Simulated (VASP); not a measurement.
A run of VASP 6.6.1:

File INCAR:

```
ALGO = Normal
EDIFF = 1E-7
ENCUT = 520
GGA = CA
ISIF = 2
ISMEAR = -1
LASPH = T
LCHARG = F
LREAL = F
LWAVE = F
NBANDS = 20
NELM = 80
PREC = Accurate
SIGMA = 0.05
```

Contents of KPOINTS:

```
k-points
0
Gamma
  4 4 4
```

File POSCAR:

```
Te
1.0
    5.2232600000      0.0000000000      0.0000000000
    0.0000000000      5.2232600000      0.0000000000
    0.0000000000      0.0000000000      5.2232600000
Te
4
Direct
    0.8750000000      0.1250000000      0.6250000000
    0.3750000000      0.3750000000      0.3750000000
    0.1250000000      0.6250000000      0.8750000000
    0.6250000000      0.8750000000      0.1250000000
```

Potentials or basis: VASP PAW LDA potentials, release 64 (Te).

The run is started by

```console
$ cat potpaw_LDA.64/Te/POTCAR > POTCAR
$ mpirun -np 1 vasp_std > vasp.out
```

Hardware: 1 thread of AMD EPYC 9R45 96-Core Processor (Zen 5) (shared host).

Problem. Estimate the wall time of this run.

Solution. Wall time 13 s on 1 thread of AMD EPYC 9R45 96-Core Processor (Zen 5), on a shared host, peak memory 0.16 GiB. Counts: scf iterations 11, k points 10.
